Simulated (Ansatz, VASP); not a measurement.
# RuS2 in VASP and in Ansatz

```
CELL_PARAMETERS angstrom
3.31939 0.00000 0.00000
-1.65970 2.87468 0.00000
0.00000 0.00000 11.91610
ATOMIC_POSITIONS crystal
Ru 0.33333 0.66667 0.25000
Ru 0.66667 0.33333 0.75000
S 0.33333 0.66667 0.63131
S 0.66667 0.33333 0.13131
S 0.33333 0.66667 0.86869
S 0.66667 0.33333 0.36869
```

Alike in both runs: functional PBE; k mesh 6 × 6 × 2; occupations gaussian, width 0.1 eV; no spin polarisation.

Ansatz relaxed the structure, and its values are those at the end. VASP's run is a single point on that final structure, the one shown.

```csv
,VASP,Ansatz
version,VASP 6.6.1,Ansatz 0.2.0
potentials or method,"VASP PAW PBE potentials, release 64 (Ru_pv, S), cutoff 520 eV","scalar-relativistic, plane waves, PAW"
valence electrons in the cell,52,56
```

Ansatz gave:

| Quantity | Value |
| --- | --- |
| gap on the k mesh at the Fermi level (eV) | none |
| pressure (GPa) | 0.1 |
| rms of the force components (eV/Å) | 0.004 |

Problem. Which values does VASP return?

Solution. gap on the k mesh at the Fermi level (eV): none; pressure (GPa): -0.1; rms of the force components (eV/Å): 0.018.

A gap of «none» marks a metal or a gap that the smearing closes. VASP's potentials hold 52 valence electrons a cell and Ansatz's 56, so a difference there can come from the potentials and not from the codes.

The k mesh is coarse, so the values compare programs but aren't converged.
